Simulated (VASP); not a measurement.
The system is SrO (zincblende type).

```
Sr O
1.0
     0.00000    2.69994    2.69994
     2.69994    0.00000    2.69994
     2.69994    2.69994    0.00000
Sr O
1 1
Direct
  0.00000 0.00000 0.00000
  0.25000 0.25000 0.25000
```

- Program: VASP 6.6.1
- Task: relaxation of cell and atoms
- Functional: PBE
- Potentials or basis: VASP PAW PBE potentials, release 64 (Sr_sv, O)
- Cutoff: 600 eV
- k mesh: 11 × 11 × 11
- Occupations: fermi-dirac, width 0.03 eV
- Spin: no spin polarisation

At the start: pressure 9.6 GPa; volume 19.68 Å³/atom.

Where does the relaxation end?

Over 5 steps the energy falls by 69.4 meV/atom and the volume is 22.26 Å³/atom (+13.1 %); space group F-43m (No. 216, to 0.05 Å).

Step by step:
| step | energy change (eV) | largest force (eV/Å) | pressure (GPa) | volume (Å³) |
| --- | --- | --- | --- | --- |
| 1 | 0.0000 | 0.0000 | 9.59 | 39.36 |
| 2 | -0.1241 | 0.0000 | -2.37 | 46.46 |
| 3 | -0.1388 | 0.0000 | 0.04 | 44.49 |
| 4 | -0.1388 | 0.0000 | -0.10 | 44.60 |
| 5 | -0.1389 | 0.0000 | 0.01 | 44.52 |

Final structure:
```
CELL_PARAMETERS angstrom
0.00000 2.81294 2.81294
2.81294 0.00000 2.81294
2.81294 2.81294 0.00000
ATOMIC_POSITIONS crystal
Sr 0.00000 0.00000 0.00000
O 0.25000 0.25000 0.25000
```
